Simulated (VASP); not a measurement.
# As2Pt (Pa-3) in VASP: single point with PBE

Aim: the single point of As2Pt with PBE.

Program: VASP 6.6.1. These are calculated values, not measurements. Logs are shortened: lines on timing, memory, paths and dates and some standing lists are left out, and cuts for length are marked.

### Step 1. The cell of the first run

Symmetry: Pa-3, No. 205, cubic system. The conventional cell has a = 5.896 Å, b = 5.896 Å, c = 5.896 Å, α = 90.00°, β = 90.00°, γ = 90.00°. Pt (site symmetry -3) has 6 As at 2.46 Å within 3.3 Å. As (site symmetry 3) has 1 As at 2.37 Å and 3 Pt at 2.46 Å within 3.1 Å.

### Step 2. Single point, PBE

Input file INCAR:

```
PREC = Accurate
ENCUT = 500
EDIFF = 1E-6
ISMEAR = -1
SIGMA = 0.1
LREAL = F
LASPH = T
NELM = 120
ALGO = Normal
ISIF = 2
LWAVE = F
LCHARG = F
GGA = PE
NBANDS = 52
GGA_COMPAT = F
```

Input file KPOINTS:

```
Automatic mesh
0
Gamma
  6 6 6
```

Input file POSCAR:

```
As2Pt
1.0
    5.8960720000      0.0000000000      0.0000000000
    0.0000000000      5.8960720000      0.0000000000
    0.0000000000      0.0000000000      5.8960720000
Pt As
4 8
Direct
    0.0000000000      0.0000000000      0.0000000000
    0.5000000000      0.0000000000      0.5000000000
    0.5000000000      0.5000000000      0.0000000000
    0.0000000000      0.5000000000      0.5000000000
    0.3840000000      0.3840000000      0.3840000000
    0.1160000000      0.6160000000      0.8840000000
    0.8840000000      0.1160000000      0.6160000000
    0.6160000000      0.8840000000      0.1160000000
    0.6160000000      0.6160000000      0.6160000000
    0.8840000000      0.3840000000      0.1160000000
    0.1160000000      0.8840000000      0.3840000000
    0.3840000000      0.1160000000      0.8840000000
```

Potentials or basis: VASP PAW PBE potentials, release 64 (Pt, As).

Launch:

```console
$ cat potpaw_PBE.64/Pt/POTCAR potpaw_PBE.64/As/POTCAR > POTCAR
$ mpirun -np 1 vasp_std > vasp.out
```

OUTCAR:

```text
PREC = Accurate
   ENCUT = 500
   EDIFF = 1E-6
   ISMEAR = -1
   LREAL = F
   LASPH = T
   NELM = 120
   ISIF = 2
   GGA = PE

 ion  position               nearest neighbor table
   1  0.000  0.000  0.000-   6 2.46   7 2.46   8 2.46  10 2.46  11 2.46  12 2.46
   2  0.500  0.000  0.500-   5 2.46   7 2.46   8 2.46   9 2.46  11 2.46  12 2.46
   3  0.500  0.500  0.000-   5 2.46   6 2.46   8 2.46   9 2.46  10 2.46  12 2.46
   4  0.000  0.500  0.500-   5 2.46   6 2.46   7 2.46   9 2.46  10 2.46  11 2.46
   5  0.384  0.384  0.384-   9 2.37   3 2.46   4 2.46   2 2.46
   6  0.116  0.616  0.884-  10 2.37   3 2.46   4 2.46   1 2.46
   7  0.884  0.116  0.616-  11 2.37   2 2.46   4 2.46   1 2.46
   8  0.616  0.884  0.116-  12 2.37   2 2.46   3 2.46   1 2.46
   9  0.616  0.616  0.616-   5 2.37   3 2.46   4 2.46   2 2.46
  10  0.884  0.384  0.116-   6 2.37   3 2.46   4 2.46   1 2.46
  11  0.116  0.884  0.384-   7 2.37   2 2.46   4 2.46   1 2.46
  12  0.384  0.116  0.884-   8 2.37   2 2.46   3 2.46   1 2.46

  LATTYP: Found a simple cubic cell.
 ALAT       =     5.8960720000

  Lattice vectors:

 A1 = (   5.8960720000,   0.0000000000,   0.0000000000)
 A2 = (   0.0000000000,   5.8960720000,   0.0000000000)
 A3 = (   0.0000000000,   0.0000000000,   5.8960720000)

Analysis of symmetry for initial positions (statically):
=====================================================================
 Subroutine PRICEL returns:
 Original cell was already a primitive cell.

 Routine SETGRP: Setting up the symmetry group for a
 simple cubic supercell.

 Subroutine GETGRP returns: Found 24 space group operations
 (whereof  6 operations were pure point group operations)
 out of a pool of 48 trial point group operations.

The static configuration has the point symmetry S_6 .
 The point group associated with its full space group is T_h .

Analysis of symmetry for dynamics (positions and initial velocities):
=====================================================================
 Subroutine PRICEL returns:
 Original cell was already a primitive cell.

 Routine SETGRP: Setting up the symmetry group for a
 simple cubic supercell.

 Subroutine GETGRP returns: Found 24 space group operations
 (whereof  6 operations were pure point group operations)
 out of a pool of 48 trial point group operations.

The dynamic configuration has the point symmetry S_6 .
 The point group associated with its full space group is T_h .

 Subroutine INISYM returns: Found 24 space group operations
 (whereof  6 operations are pure point group operations),
 and found     1 'primitive' translations

----------------------------------------------------------------------------------------

                                     Primitive cell

  volume of cell :     204.9691

  direct lattice vectors                    reciprocal lattice vectors
     5.896072000  0.000000000  0.000000000     0.169604442  0.000000000  0.000000000
     0.000000000  5.896072000  0.000000000     0.000000000  0.169604442  0.000000000
     0.000000000  0.000000000  5.896072000     0.000000000  0.000000000  0.169604442

  length of vectors
     5.896072000  5.896072000  5.896072000     0.169604442  0.169604442  0.169604442

  position of ions in fractional coordinates (direct lattice)
     0.000000000  0.000000000  0.000000000
     0.500000000  0.000000000  0.500000000
     0.500000000  0.500000000  0.000000000
     0.000000000  0.500000000  0.500000000
     0.384000000  0.384000000  0.384000000
     0.116000000  0.616000000  0.884000000
     0.884000000  0.116000000  0.616000000
     0.616000000  0.884000000  0.116000000
     0.616000000  0.616000000  0.616000000
     0.884000000  0.384000000  0.116000000
     0.116000000  0.884000000  0.384000000
     0.384000000  0.116000000  0.884000000

  ion indices of the primitive-cell ions
   primitive index   ion index
                 1           1
                 2           2
                 3           3
                 4           4
                 5           5
                 6           6
                 7           7
                 8           8
                 9           9
                10          10
                11          11
                12          12

----------------------------------------------------------------------------------------

 KPOINTS: Automatic mesh

Automatic generation of k-mesh.
 Grid dimensions read from file:
 generate k-points for:    6    6    6

 Generating k-lattice:

  Cartesian coordinates                     Fractional coordinates (reciprocal lattice)
     0.028267407  0.000000000  0.000000000     0.166666667  0.000000000  0.000000000
     0.000000000  0.028267407  0.000000000     0.000000000  0.166666667  0.000000000
     0.000000000  0.000000000  0.028267407     0.000000000  0.000000000  0.166666667

  Length of vectors
     0.028267407  0.028267407  0.028267407

  Shift w.r.t. Gamma in fractional coordinates (k-lattice)
     0.000000000  0.000000000  0.000000000

 Subroutine IBZKPT returns following result:
 ===========================================

 Found     24 irreducible k-points:

 Following reciprocal coordinates:
            Coordinates               Weight
  0.000000  0.000000  0.000000      1.000000
  0.166667  0.000000  0.000000      6.000000
  0.333333  0.000000  0.000000      6.000000
  0.500000  0.000000  0.000000      3.000000
  0.166667  0.166667  0.000000     12.000000
  0.333333  0.166667  0.000000     12.000000
[... 16 lines left out ...]
  0.500000  0.500000  0.333333      6.000000
  0.500000  0.500000  0.500000      1.000000
   k-points           NKPTS =     24   k-points in BZ     NKDIM =     24   number of bands    NBANDS=     52
   number of dos      NEDOS =    301   number of ions     NIONS =     12
   total plane-waves  NPLWV = 110592
   dimension x,y,z NGX =    48 NGY =   48 NGZ =   48
   dimension x,y,z NGXF=    96 NGYF=   96 NGZF=   96
   ions per type =               4   8
   NGX,Y,Z   is equivalent  to a cutoff of  13.53, 13.53, 13.53 a.u.
   NGXF,Y,Z  is equivalent  to a cutoff of  27.07, 27.07, 27.07 a.u.
 SYSTEM =  unknown system
   PREC   = accura    normal or accurate (medium, high low for compatibility)
   ISTART =      0    job   : 0-new  1-cont  2-samecut
   ICHARG =      2    charge: 1-file 2-atom 10-const
   ISPIN  =      1    spin polarized calculation?
   LNONCOLLINEAR =      F non collinear calculations
   LSORBIT =      F    spin-orbit coupling
   LASPH  =      T    aspherical Exc in radial PAW
   ENCUT  =  500.0 eV  36.75 Ry    6.06 a.u.  10.75 10.75 10.75*2*pi/ulx,y,z
   NELM   =    120;   NELMIN=  2; NELMDL= -5     # of ELM steps
   EDIFF  = 0.1E-05   stopping-criterion for ELM
   LREAL  =      F    real-space projection
   EDIFFG = 0.1E-04   stopping-criterion for IOM
   NSW    =      0    number of steps for IOM
   IBRION =     -1    ionic relax: 0-MD 1-quasi-New 2-CG
   NFREE  =      0    steps in history (QN), initial steepest desc. (CG)
   ISIF   =      2    stress and relaxation
   ISYM   =      2    0-nonsym 1-usesym 2-fastsym
   POTIM  = 0.5000    time-step for ionic-motion
   TEBEG  =    0.0;   TEEND  =   0.0 temperature during run
   PSTRESS=    0.0 pullay stress
   NELECT =      80.0000    total number of electrons
   NUPDOWN=      -1.0000    fix difference up-down
   EMIN   =  10.00;   EMAX   =-10.00  energy-range for DOS
   EFERMI =   0.00;   METHOD = LEGACY
   ISMEAR =    -1;   SIGMA  =   0.10  broadening in eV -4-tet -1-fermi 0-gaus
   EFERMI_NEDOS =   21; number of points for ismear=-14 and -15
   IALGO  =     38    algorithm
   IMIX   =      4    mixing-type and parameters
     AMIX     =   0.40;   BMIX     =  1.00
     AMIX_MAG =   1.60;   BMIX_MAG =  1.00
  volume/ion in A,a.u.               =      17.08       115.27
  Fermi-wavevector in a.u.,A,eV,Ry     =   1.196397  2.260863 19.474920  1.431366
  Thomas-Fermi vector in A             =   2.332339
   LORBIT       =      0    0 simple, 1 ext, 2 COOP (PROOUT), +10 PAW based schemes
   GGA     = PE    functional components
   LHFCALC =     F    Hartree Fock is set to
   AEXX    =    0.0000 exact exchange contribution
   IVDW    =     0    specifies the selected vdW correction
   LEPSILON=     F    determine dielectric tensor
   LRPA    =     F    only Hartree local field effects (RPA)
 non-spin polarized calculation
  energy-cutoff  :      500.00
  volume of cell :      204.97
 maximum number of plane-waves:      5248
 NGX is ok and might be reduce to    48
   NGX = 21   NGY = 21   NGZ = 21

 number of electron      79.9999984 magnetization

 Free energy of the ion-electron system (eV)
  ---------------------------------------------------
  ext. energy  EPLUGINS =         0.00000000
  ---------------------------------------------------
  free energy    TOTEN  =       -67.29190938 eV

  energy without entropy =      -67.28447957  energy(sigma->0) =      -67.28819448

 E-fermi :   8.3912     XC(G=0): -11.5315

 val. band max:        8.1009528446   @ k =   0.3333   0.3333   0.0000
 cond. band min:       8.5679623160   @ k =   0.5000   0.5000   0.5000
 fundamental gap:      0.4670094714
 Fermi energy:         8.3911913969

 k-point     1 :       0.0000    0.0000    0.0000
  band No.  band energies     occupation
      1      -6.5898      2.00000
      2      -4.4743      2.00000
      3      -4.4743      2.00000
      4      -4.4743      2.00000
      5      -2.0671      2.00000
      6      -2.0671      2.00000
[... 44 lines left out ...]
     51      13.6890      0.00000
     52      13.6890      0.00000
[... 1263 lines left out ...]
     51      12.2597      0.00000
     52      12.2597      0.00000

------------------------ aborting loop because EDIFF is reached ----------------------------------------

  FORCE on cell =-STRESS in cart. coord.  units (eV):
  Direction    XX          YY          ZZ          XY          YZ          ZX
  --------------------------------------------------------------------------------------
  -------------------------------------------------------------------------------------
  Total       17.7830302     17.7830302     17.7830302      0.0000000      0.0000000     -0.0000000
  in kB      139.0042294    139.0042294    139.0042294      0.0000000      0.0000000     -0.0000000
  external PRESSURE =     139.0042294 kB  Pullay stress =       0.0000000 kB

 VOLUME and BASIS-vectors are now :
 -----------------------------------------------------------------------------
  energy-cutoff  :      500.00
  volume of cell :      204.97
      direct lattice vectors                 reciprocal lattice vectors
     5.896072000  0.000000000  0.000000000     0.169604442  0.000000000  0.000000000
     0.000000000  5.896072000  0.000000000     0.000000000  0.169604442  0.000000000
     0.000000000  0.000000000  5.896072000     0.000000000  0.000000000  0.169604442

 POSITION                                       TOTAL-FORCE (eV/Angst)
 -----------------------------------------------------------------------------------
      0.00000      0.00000      0.00000         0.000000      0.000000      0.000000
      2.94804      0.00000      2.94804         0.000000      0.000000      0.000000
      2.94804      2.94804      0.00000         0.000000      0.000000      0.000000
      0.00000      2.94804      2.94804         0.000000      0.000000      0.000000
      2.26409      2.26409      2.26409        -0.170113     -0.170113     -0.170113
      0.68394      3.63198      5.21213         0.170113      0.170113     -0.170113
      5.21213      0.68394      3.63198        -0.170113      0.170113      0.170113
      3.63198      5.21213      0.68394         0.170113     -0.170113      0.170113
      3.63198      3.63198      3.63198         0.170113      0.170113      0.170113
      5.21213      2.26409      0.68394        -0.170113     -0.170113      0.170113
      0.68394      5.21213      2.26409         0.170113     -0.170113     -0.170113
      2.26409      0.68394      5.21213        -0.170113      0.170113     -0.170113
 -----------------------------------------------------------------------------------
    total drift:                                0.000000      0.000000      0.000000

  FREE ENERGIE OF THE ION-ELECTRON SYSTEM (eV)
  ---------------------------------------------------
  free  energy   TOTEN  =       -67.2919093784 eV

  energy  without entropy=      -67.2844795745  energy(sigma->0) =      -67.28819448
```

It took 3.6 min on 1 thread of Intel Xeon Platinum 8259CL at 2.50GHz (Skylake/Cascade Lake), shared host; peak memory 0.42 GiB.

Results:

| Property | Result |
| --- | --- |
| Free energy | -67.2919 eV |
| Pressure | 13.9 GPa |
| Largest force | 0.295 eV/Å |
| Band gap on the k mesh | 0.47 eV (least direct gap 1.25 eV) |

Forces in eV/Å, atoms in the order of the input:
```
Pt   0.000  0.000  0.000
Pt   0.000  0.000  0.000
Pt   0.000  0.000  0.000
Pt   0.000  0.000  0.000
As  -0.170 -0.170 -0.170
As   0.170  0.170 -0.170
As  -0.170  0.170  0.170
As   0.170 -0.170  0.170
As   0.170  0.170  0.170
As  -0.170 -0.170  0.170
As   0.170 -0.170 -0.170
As  -0.170  0.170 -0.170
```

Levels at points of the mesh, in eV from the valence-band top:
| k point | band 38 | band 39 | band 40 | band 41 | band 42 | band 43 |
| --- | --- | --- | --- | --- | --- | --- |
| (0.00, 0.00, 0.00) | -1.08 | -1.08 | -1.08 | 0.80 | 0.80 | 0.80 |
| (0.50, 0.00, 0.00) | -1.29 | -0.89 | -0.89 | 1.59 | 1.59 | 1.75 |
| (0.50, 0.50, 0.00) | -0.60 | -0.60 | -0.60 | 2.10 | 2.10 | 2.10 |
| (0.50, 0.50, 0.50) | -0.79 | -0.79 | -0.79 | 0.47 | 0.47 | 0.47 |

Caveat: the cell stands under pressure; spin-orbit coupling is left out, which moves the levels of the heavy elements.
